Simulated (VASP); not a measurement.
RbBr: single point with PBE

The system is RbBr.

```
Rb Br
1.0
     4.12793    0.00000    0.00000
     0.00000    4.12793    0.00000
     0.00000    0.00000    4.10068
Rb Br
1 1
Direct
  0.00000 0.00000 0.00000
  0.50000 0.50000 0.50000
```

This cell differs from its parent crystal: uniaxial z strain -0.7%.

* Program: VASP 6.6.1
* Task: single point
* Functional: PBE
* Potentials or basis: VASP PAW PBE potentials, release 64 (Rb_sv, Br)
* Cutoff: 520 eV
* k mesh: 6 × 6 × 6
* Occupations: fermi-dirac, width 0.02 eV
* Spin: no spin polarisation

```yaml
Pressure: 0.9 GPa
Band_gap_on_the_k_mesh: 4.08 eV, indirect (least direct gap 4.23 eV)
```

Stress tensor (GPa, compression positive):
```
0.87 0.00 0.00
0.00 0.87 0.00
0.00 0.00 1.06
```

Levels at points of the mesh, in eV from the valence-band top:
```
           k point  band 5  band 6  band 7  band 8  band 9  band 10  band 11  band 12
(0.00, 0.00, 0.00)   -9.09   -0.18   -0.18   -0.15    4.08     5.54     5.57     9.89
(0.50, 0.00, 0.00)   -9.05   -1.75   -0.27   -0.23    6.86     7.10     7.64     8.70
(0.50, 0.50, 0.00)   -9.02   -1.08   -1.08    0.00    5.28     6.24     7.99     7.99
(0.00, 0.00, 0.50)   -9.05   -1.75   -0.26   -0.26    6.88     7.11     7.68     8.68
(0.50, 0.00, 0.50)   -9.02   -1.08   -1.07   -0.03    5.30     6.19     7.92     7.94
(0.50, 0.50, 0.50)   -9.32   -1.38   -1.36   -1.36    8.22     8.22     8.25     9.34
```

Wall time 15 s on 1 thread of Intel(R) Xeon(R) 6975P-C (Granite Rapids), on a shared host, peak memory 0.19 GiB.

Caveat: the cell differs from its parent crystal (uniaxial z strain -0.7%). A k mesh can miss the band edges.
